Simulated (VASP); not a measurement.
# Al2O3 (P-6m2) in VASP: a series of runs

The runs below take Al2O3 through single point, with PBE+D3(BJ).

Program: VASP 6.6.1. These are calculated values, not measurements. Logs are shortened: lines on timing, memory, paths and dates and some standing lists are left out, and cuts for length are marked.

## Step 1: The cell of the first run

The structure is hexagonal, space group P-6m2 (No. 187). Conventional cell: a = 2.781 Å, b = 2.781 Å, c = 7.515 Å, α = 90.00°, β = 90.00°, γ = 120.00°. Al (site symmetry 3m) has 6 O at 1.75 to 2.15 Å within 2.3 Å. Within 2.3 Å of O (site symmetry 3m) lie 3 Al at 1.75 Å. Within 2.8 Å of O (site symmetry -6m2) lie 6 Al at 2.15 Å and 12 O at 2.67 to 2.78 Å.

## Step 2: Single point, PBE+D3(BJ)

The input, INCAR:

```
SYSTEM = Al2O3
ALGO = Normal
EDIFF = 1E-6
ENCUT = 520
GGA = PE
ISIF = 2
ISMEAR = 0
IVDW = 12
LASPH = .True.
LCHARG = .False.
LREAL = .False.
LWAVE = .False.
NBANDS = 20
NELM = 60
PREC = Accurate
SIGMA = 0.05
```

The input, KPOINTS:

```
k-points
0
Gamma
  9 9 4
  0 0 0
```

The input, POSCAR:

```
Al2O3
1.0
    2.7812000000      0.0000000000      0.0000000000
   -1.3906000000      2.4085898530      0.0000000000
    0.0000000000      0.0000000000      7.5151000000
Al O
2 3
Direct
    0.0000000000      0.0000000000      0.1907358529
    0.0000000000      0.0000000000      0.8092641471
    0.3333333333      0.6666666667      0.2840924954
    0.6666666667      0.3333333333      0.0000000000
    0.3333333333      0.6666666667      0.7159075046
```

Potentials or basis: VASP PAW PBE potentials, release 64 (Al, O).

Started as:

```bash
$ cat potpaw_PBE.64/Al/POTCAR potpaw_PBE.64/O/POTCAR > POTCAR
$ mpirun -np 1 vasp_std > vasp.out
```

OUTCAR:

```text
SYSTEM = Al2O3
   EDIFF = 1E-6
   ENCUT = 520
   GGA = PE
   ISIF = 2
   ISMEAR = 0
   IVDW = 12
   LASPH = .True.
   LREAL = .False.
   NELM = 60
   PREC = Accurate
 IVDW          = 12

 ion  position               nearest neighbor table
   1  0.000  0.000  0.191-   3 1.75   3 1.75   3 1.75   4 2.15   4 2.15   4 2.15   2 2.87
   2  0.000  0.000  0.809-   5 1.75   5 1.75   5 1.75   4 2.15   4 2.15   4 2.15   1 2.87
   3  0.333  0.667  0.284-   1 1.75   1 1.75   1 1.75
   4  0.667  0.333  0.000-   1 2.15   2 2.15   1 2.15   2 2.15   1 2.15   2 2.15
   5  0.333  0.667  0.716-   2 1.75   2 1.75   2 1.75

  LATTYP: Found a hexagonal cell.
 ALAT       =     2.7812000000
 C/A-ratio  =     2.7021070042

  Lattice vectors:

 A1 = (   2.7812000000,   0.0000000000,   0.0000000000)
 A2 = (  -1.3906000000,   2.4085898530,   0.0000000000)
 A3 = (   0.0000000000,   0.0000000000,   7.5151000000)

Analysis of symmetry for initial positions (statically):
=====================================================================
 Subroutine PRICEL returns:
 Original cell was already a primitive cell.

 Routine SETGRP: Setting up the symmetry group for a
 hexagonal supercell.

 Subroutine GETGRP returns: Found 12 space group operations
 (whereof 12 operations were pure point group operations)
 out of a pool of 24 trial point group operations.

The static configuration has the point symmetry D_3h.

Analysis of symmetry for dynamics (positions and initial velocities):
=====================================================================
 Subroutine PRICEL returns:
 Original cell was already a primitive cell.

 Routine SETGRP: Setting up the symmetry group for a
 hexagonal supercell.

 Subroutine GETGRP returns: Found 12 space group operations
 (whereof 12 operations were pure point group operations)
 out of a pool of 24 trial point group operations.

The dynamic configuration has the point symmetry D_3h.

 Subroutine INISYM returns: Found 12 space group operations
 (whereof 12 operations are pure point group operations),
 and found     1 'primitive' translations

----------------------------------------------------------------------------------------

                                     Primitive cell

  volume of cell :      50.3419

  direct lattice vectors                    reciprocal lattice vectors
     2.781200000  0.000000000  0.000000000     0.359557026  0.207590346  0.000000000
    -1.390600000  2.408589853  0.000000000     0.000000000  0.415180691  0.000000000
     0.000000000  0.000000000  7.515100000     0.000000000  0.000000000  0.133065428

  length of vectors
     2.781200000  2.781200000  7.515100000     0.415180691  0.415180691  0.133065428

  position of ions in fractional coordinates (direct lattice)
     0.000000000  0.000000000  0.190735853
     0.000000000  0.000000000  0.809264147
     0.333333333  0.666666667  0.284092495
     0.666666667  0.333333333  0.000000000
     0.333333333  0.666666667  0.715907505

  ion indices of the primitive-cell ions
   primitive index   ion index
                 1           1
                 2           2
                 3           3
                 4           4
                 5           5

----------------------------------------------------------------------------------------

 KPOINTS: k-points

Automatic generation of k-mesh.
 Grid dimensions read from file:
 generate k-points for:    9    9    4

 Generating k-lattice:

  Cartesian coordinates                     Fractional coordinates (reciprocal lattice)
     0.039950781  0.023065594  0.000000000     0.111111111  0.000000000  0.000000000
     0.000000000  0.046131188  0.000000000     0.000000000  0.111111111  0.000000000
     0.000000000  0.000000000  0.033266357     0.000000000  0.000000000  0.250000000

  Length of vectors
     0.046131188  0.046131188  0.033266357

  Shift w.r.t. Gamma in fractional coordinates (k-lattice)
     0.000000000  0.000000000  0.000000000

 Subroutine IBZKPT returns following result:
 ===========================================

 Found     36 irreducible k-points:

 Following reciprocal coordinates:
            Coordinates               Weight
  0.000000  0.000000  0.000000      1.000000
  0.111111 -0.000000  0.000000      6.000000
  0.222222 -0.000000  0.000000      6.000000
  0.333333 -0.000000  0.000000      6.000000
  0.444444 -0.000000  0.000000      6.000000
  0.111111  0.111111  0.000000      6.000000
[... 16 lines left out ...]
  0.333333  0.222222  0.250000     24.000000
  0.333333  0.333333  0.250000      4.000000
 [... further k-points ...]
   k-points           NKPTS =     36   k-points in BZ     NKDIM =     36   number of bands    NBANDS=     20
   number of dos      NEDOS =    301   number of ions     NIONS =      5
   total plane-waves  NPLWV =  32256
   dimension x,y,z NGX =    24 NGY =   24 NGZ =   56
   dimension x,y,z NGXF=    48 NGYF=   48 NGZF=  112
   ions per type =               2   3
   NGX,Y,Z   is equivalent  to a cutoff of  14.35, 14.35, 12.39 a.u.
   NGXF,Y,Z  is equivalent  to a cutoff of  28.69, 28.69, 24.78 a.u.
 SYSTEM =  Al2O3
   PREC   = accura    normal or accurate (medium, high low for compatibility)
   ISTART =      0    job   : 0-new  1-cont  2-samecut
   ICHARG =      2    charge: 1-file 2-atom 10-const
   ISPIN  =      1    spin polarized calculation?
   LNONCOLLINEAR =      F non collinear calculations
   LSORBIT =      F    spin-orbit coupling
   LASPH  =      T    aspherical Exc in radial PAW
   ENCUT  =  520.0 eV  38.22 Ry    6.18 a.u.   5.17  5.17 13.97*2*pi/ulx,y,z
   NELM   =     60;   NELMIN=  2; NELMDL= -5     # of ELM steps
   EDIFF  = 0.1E-05   stopping-criterion for ELM
   LREAL  =      F    real-space projection
   EDIFFG = 0.1E-04   stopping-criterion for IOM
   NSW    =      0    number of steps for IOM
   IBRION =     -1    ionic relax: 0-MD 1-quasi-New 2-CG
   NFREE  =      0    steps in history (QN), initial steepest desc. (CG)
   ISIF   =      2    stress and relaxation
   ISYM   =      2    0-nonsym 1-usesym 2-fastsym
   POTIM  = 0.5000    time-step for ionic-motion
   TEBEG  =    0.0;   TEEND  =   0.0 temperature during run
   PSTRESS=    0.0 pullay stress
   NELECT =      24.0000    total number of electrons
   NUPDOWN=      -1.0000    fix difference up-down
   EMIN   =  10.00;   EMAX   =-10.00  energy-range for DOS
   EFERMI =   0.00;   METHOD = LEGACY
   ISMEAR =     0;   SIGMA  =   0.05  broadening in eV -4-tet -1-fermi 0-gaus
   EFERMI_NEDOS =   21; number of points for ismear=-14 and -15
   IALGO  =     38    algorithm
   IMIX   =      4    mixing-type and parameters
     AMIX     =   0.40;   BMIX     =  1.00
     AMIX_MAG =   1.60;   BMIX_MAG =  1.00
  volume/ion in A,a.u.               =      10.07        67.94
  Fermi-wavevector in a.u.,A,eV,Ry     =   1.278896  2.416763 22.253356  1.635576
  Thomas-Fermi vector in A             =   2.411413
   LORBIT       =      0    0 simple, 1 ext, 2 COOP (PROOUT), +10 PAW based schemes
   GGA     = PE    functional components
   LHFCALC =     F    Hartree Fock is set to
   AEXX    =    0.0000 exact exchange contribution
   IVDW    =    12    specifies the selected vdW correction
   LEPSILON=     F    determine dielectric tensor
   LRPA    =     F    only Hartree local field effects (RPA)
 non-spin polarized calculation
 Gauss-broadening in eV      SIGMA  =   0.05
  energy-cutoff  :      520.00
  volume of cell :       50.34
 maximum number of plane-waves:      1368
 NGX is ok and might be reduce to    24

 number of electron      23.9999997 magnetization

 Free energy of the ion-electron system (eV)
  ---------------------------------------------------
  ext. energy  EPLUGINS =         0.00000000
  ---------------------------------------------------
  free energy    TOTEN  =       -36.10258856 eV

  energy without entropy =      -36.10258856  energy(sigma->0) =      -36.10258856

 E-fermi :   4.0667     XC(G=0): -10.4219

 val. band max:        3.7419321211   @ k =   0.1111   0.1111   0.0000
 cond. band min:       9.1541979632   @ k =   0.0000   0.0000   0.0000
 fundamental gap:      5.4122658421
 Fermi energy:         4.0667388887

 k-point     1 :       0.0000    0.0000    0.0000
  band No.  band energies     occupation
      1     -15.2910      2.00000
      2     -14.3646      2.00000
      3     -13.1110      2.00000
      4      -1.6371      2.00000
      5       1.0198      2.00000
      6       2.4097      2.00000
[... 12 lines left out ...]
     19      19.8710      0.00000
     20      19.9678      0.00000

 k-point     2 :       0.1111   -0.0000    0.0000
  band No.  band energies     occupation
      1     -15.1229      2.00000
      2     -14.2341      2.00000
      3     -13.0327      2.00000
      4      -1.5255      2.00000
      5       0.9267      2.00000
      6       1.8937      2.00000
[... 12 lines left out ...]
     19      18.9008      0.00000
     20      20.0401      0.00000

 k-point     3 :       0.2222   -0.0000    0.0000
  band No.  band energies     occupation
      1     -14.6543      2.00000
      2     -13.8835      2.00000
      3     -12.8409      2.00000
      4      -1.3555      2.00000
      5       0.0626      2.00000
      6       0.8478      2.00000
[... 12 lines left out ...]
     19      18.3066      0.00000
     20      19.5142      0.00000

 k-point     4 :       0.3333   -0.0000    0.0000
  band No.  band energies     occupation
      1     -14.0029      2.00000
      2     -13.4424      2.00000
      3     -12.6641      2.00000
      4      -1.6815      2.00000
      5      -1.3075      2.00000
      6      -0.2316      2.00000
[... 429 lines left out ...]
 k-point    23 :       0.3333    0.2222    0.2500
  band No.  band energies     occupation
      1     -13.1741      2.00000
      2     -13.0079      2.00000
      3     -12.6163      2.00000
      4      -1.8057      2.00000
      5      -1.7445      2.00000
      6      -0.6305      2.00000
[... 12 lines left out ...]
     19      17.3129      0.00000
     20      18.2858      0.00000

 k-point    24 :       0.3333    0.3333    0.2500
  band No.  band energies     occupation
      1     -12.9551      2.00000
      2     -12.9167      2.00000
      3     -12.6722      2.00000
      4      -1.6165      2.00000
      5      -1.5331      2.00000
      6      -0.3921      2.00000
[... 12 lines left out ...]
     19      17.3562      0.00000
     20      17.9154      0.00000

 [... further k-points ...]

------------------------ aborting loop because EDIFF is reached ----------------------------------------

 Edisp (eV)   -1.00501

 E8    (eV) :    -0.3800

  FORCE on cell =-STRESS in cart. coord.  units (eV):
  Direction    XX          YY          ZZ          XY          YZ          ZX
  --------------------------------------------------------------------------------------
  -------------------------------------------------------------------------------------
  Total       5.89231     5.89231    -1.83873     0.00000     0.00000     0.00000
  in kB     187.52810   187.52810   -58.51935     0.00000     0.00000     0.00000
  external pressure =      105.51 kB  Pullay stress =        0.00 kB

 VOLUME and BASIS-vectors are now :
 -----------------------------------------------------------------------------
  energy-cutoff  :      520.00
  volume of cell :       50.34
      direct lattice vectors                 reciprocal lattice vectors
     2.781200000  0.000000000  0.000000000     0.359557026  0.207590346  0.000000000
    -1.390600000  2.408589853  0.000000000     0.000000000  0.415180691  0.000000000
     0.000000000  0.000000000  7.515100000     0.000000000  0.000000000  0.133065428

 POSITION                                       TOTAL-FORCE (eV/Angst)
 -----------------------------------------------------------------------------------
      0.00000      0.00000      1.43340         0.000000      0.000000     -1.009189
      0.00000      0.00000      6.08170         0.000000      0.000000      1.009189
     -0.00000      1.60573      2.13498        -0.000000      0.000000      0.331204
      1.39060      0.80286      0.00000         0.000000      0.000000      0.000000
     -0.00000      1.60573      5.38012        -0.000000      0.000000     -0.331204
 -----------------------------------------------------------------------------------
    total drift:                                0.000000     -0.000000      0.000000

  FREE ENERGIE OF THE ION-ELECTRON SYSTEM (eV)
  ---------------------------------------------------
  free  energy   TOTEN  =       -37.1076002091 eV

  energy  without entropy=      -37.1076002091  energy(sigma->0) =      -37.10760021
```

It took 17 s on 1 thread of Intel Xeon 6975P-C (Granite Rapids), shared host; peak memory 0.19 GiB.

Results:

| Item | Value |
| --- | --- |
| Free energy | -37.1076 eV |
| Pressure | 10.6 GPa |
| Largest force | 1.009 eV/Å |
| Band gap on the k mesh | 5.41 eV, indirect (least direct gap 5.59 eV) |
| Dispersion energy per atom | -0.201 eV |

Forces in eV/Å, atoms in the order of the input:
```
Al   0.000  0.000 -1.009
Al   0.000  0.000  1.009
O    0.000  0.000  0.331
O    0.000  0.000  0.000
O    0.000  0.000 -0.331
```

Caveat: forces of over 1 eV/Å act on the atoms, so gaps and moduli don't describe the material at rest.

## Step 3: Single point, PBE+D3(BJ)

This run uses another cell than the first one, of 10.03 Å³/atom, 0.996 times its volume.

The input, INCAR:

```
  ALGO = Normal
  EDIFF = 1E-6
  ENCUT = 520
  GGA = PE
  ISIF = 2
  ISMEAR = 0
  IVDW = 12
  LASPH = T
  LCHARG = T
  LELF = T
  LREAL = F
  LVHAR = T
  LWAVE = F
  NBANDS = 20
  NELM = 80
  PREC = Accurate
  SIGMA = 0.05
```

The input, KPOINTS:

```
k-points
0
Gamma
  9 9 4
```

POSCAR, as its differences from that of step 2:

```diff
@@ -2,5 +2,5 @@
 1.0
-    2.7812000000      0.0000000000      0.0000000000
-   -1.3906000000      2.4085898530      0.0000000000
-    0.0000000000      0.0000000000      7.5151000000
+    2.9532000000      0.0000000000      0.0000000000
+   -1.4766000000      2.5575462224      0.0000000000
+    0.0000000000      0.0000000000      6.6396000000
 Al O
```

Potentials or basis: VASP PAW PBE potentials, release 64 (Al, O).

Started as:

```bash
$ cat potpaw_PBE.64/Al/POTCAR potpaw_PBE.64/O/POTCAR > POTCAR
$ mpirun -np 1 vasp_std > vasp.out
```

Run time: 16 s. Hardware: 1 thread of Intel Xeon 6975P-C (Granite Rapids), shared host; peak memory 0.19 GiB.

Results (log left out):

```
Free energy                : -36.8400 eV
Pressure                   : 0.2 GPa
Largest force              : 1.908 eV/Å
Band gap on the k mesh     : 3.36 eV, indirect (least direct gap 3.44 eV)
Dispersion energy per atom : -0.201 eV
```

Forces in eV/Å, atoms in the order of the input:
```
Al   0.000  0.000  1.908
Al   0.000  0.000 -1.908
O    0.000  0.000  0.406
O    0.000  0.000  0.000
O    0.000  0.000 -0.406
```

Stress tensor (GPa, compression positive):
```
-12.01   0.00   0.00
  0.00 -12.01   0.00
  0.00   0.00  24.67
```

Levels at points of the mesh, in eV from the valence-band top:
| k point | band 10 | band 11 | band 12 | band 13 | band 14 | band 15 |
| --- | --- | --- | --- | --- | --- | --- |
| (0.00, 0.00, 0.00) | -1.60 | -1.60 | -0.08 | 3.36 | 6.43 | 7.97 |
| (0.00, 0.00, 0.50) | -1.55 | -1.55 | -1.19 | 3.92 | 6.41 | 7.44 |

Caveat: forces of over 1 eV/Å act on the atoms, so gaps and moduli don't describe the material at rest. As with any semilocal functional, this PBE gap is likely too small.

## Step 4: Single point, PBE+D3(BJ)

This run uses another cell than the first one, of the same volume but with other edges.

The input, INCAR:

```
SYSTEM = Al2O3
ALGO = Normal
EDIFF = 1E-6
ENCUT = 520
GGA = PE
ISIF = 2
ISMEAR = 0
IVDW = 12
LASPH = .True.
LCHARG = .True.
LELF = .True.
LREAL = .False.
LVHAR = .True.
LWAVE = .False.
NBANDS = 20
NELM = 80
PREC = Accurate
SIGMA = 0.05
```

The input, KPOINTS:

```
k-points
0
Gamma
  9 9 4
  0 0 0
```

POSCAR, as its differences from that of step 3:

```diff
@@ -2,5 +2,5 @@
 1.0
-    2.9532000000      0.0000000000      0.0000000000
-   -1.4766000000      2.5575462224      0.0000000000
-    0.0000000000      0.0000000000      6.6396000000
+    2.8672039189      0.0000000000      0.0000000000
+   -1.4336019595      2.4830714316      0.0000000000
+    0.0000000000      0.0000000000      7.0774000000
 Al O
```

Potentials or basis: VASP PAW PBE potentials, release 64 (Al, O).

Started as:

```bash
$ cat potpaw_PBE.64/Al/POTCAR potpaw_PBE.64/O/POTCAR > POTCAR
$ mpirun -np 1 vasp_std > vasp.out
```

OUTCAR:

```text
SYSTEM = Al2O3
   EDIFF = 1E-6
   ENCUT = 520
   GGA = PE
   ISIF = 2
   ISMEAR = 0
   IVDW = 12
   LASPH = .True.
   LREAL = .False.
   NELM = 80
   PREC = Accurate
 IVDW          = 12

 ion  position               nearest neighbor table
   1  0.000  0.000  0.191-   3 1.78   3 1.78   3 1.78   4 2.14   4 2.14   4 2.14   2 2.70
   2  0.000  0.000  0.809-   5 1.78   5 1.78   5 1.78   4 2.14   4 2.14   4 2.14   1 2.70
[... 763 lines left out ...]
  Direction    XX          YY          ZZ          XY          YZ          ZX
  --------------------------------------------------------------------------------------
  -------------------------------------------------------------------------------------
  Total       0.59085     0.59085     2.77616    -0.00000    -0.00000     0.00000
  in kB      18.78746    18.78746    88.27425    -0.00000    -0.00000     0.00000
  external pressure =       41.95 kB  Pullay stress =        0.00 kB

 VOLUME and BASIS-vectors are now :
 -----------------------------------------------------------------------------
  energy-cutoff  :      520.00
  volume of cell :       50.39
      direct lattice vectors                 reciprocal lattice vectors
     2.867203919  0.000000000  0.000000000     0.348771845  0.201363518  0.000000000
    -1.433601960  2.483071432  0.000000000     0.000000000  0.402727037  0.000000000
     0.000000000  0.000000000  7.077400000     0.000000000  0.000000000  0.141294826

 POSITION                                       TOTAL-FORCE (eV/Angst)
 -----------------------------------------------------------------------------------
      0.00000      0.00000      1.34991         0.000000      0.000000      0.412926
      0.00000      0.00000      5.72749         0.000000      0.000000     -0.412926
     -0.00000      1.65538      2.01064         0.000000     -0.000000      0.357578
      1.43360      0.82769      0.00000        -0.000000      0.000000      0.000000
     -0.00000      1.65538      5.06676         0.000000      0.000000     -0.357578
 -----------------------------------------------------------------------------------
    total drift:                                0.000000     -0.000000      0.000000

  FREE ENERGIE OF THE ION-ELECTRON SYSTEM (eV)
  ---------------------------------------------------
  free  energy   TOTEN  =       -37.2728528085 eV

  energy  without entropy=      -37.2728528085  energy(sigma->0) =      -37.27285281
```

Wall time 18 s (1 thread of Intel Xeon 6975P-C (Granite Rapids), shared host); peak memory 0.19 GiB.

Results:

* Free energy: -37.2729 eV
* Pressure: 4.2 GPa
* Largest force: 0.413 eV/Å
* Band gap on the k mesh: 4.49 eV, indirect (least direct gap 4.60 eV)
* Dispersion energy per atom: -0.200 eV

Forces on the atoms (eV/Å):
```
Al   0.000  0.000  0.413
Al   0.000  0.000 -0.413
O    0.000  0.000  0.358
O    0.000  0.000  0.000
O    0.000  0.000 -0.358
```

## Step 5: Overview

```tsv
cell	gap on the mesh (eV)	pressure (GPa)	largest force (eV/Å)
a = 2.781, b = 2.781, c = 7.515 Å, angles 90.0, 90.0, 120.0°, 5 atoms	5.41	10.6	1.01
a = 2.953, b = 2.953, c = 6.640 Å, angles 90.0, 90.0, 120.0°, 5 atoms	3.36	0.2	1.91
a = 2.867, b = 2.867, c = 7.077 Å, angles 90.0, 90.0, 120.0°, 5 atoms	4.49	4.2	0.41
```

Alike in all rows: task single point; level PBE+D3(BJ); potentials or basis VASP PAW PBE potentials, release 64 (Al, O); no spin polarisation; k mesh 9 × 9 × 4; cutoff (eV) 520; smearing gaussian 0.05 eV.

Caveats: forces of over 1 eV/Å act on the atoms, so gaps and moduli don't describe the material at rest (some runs).

Absolute energies hang on the potentials; compare differences alone.
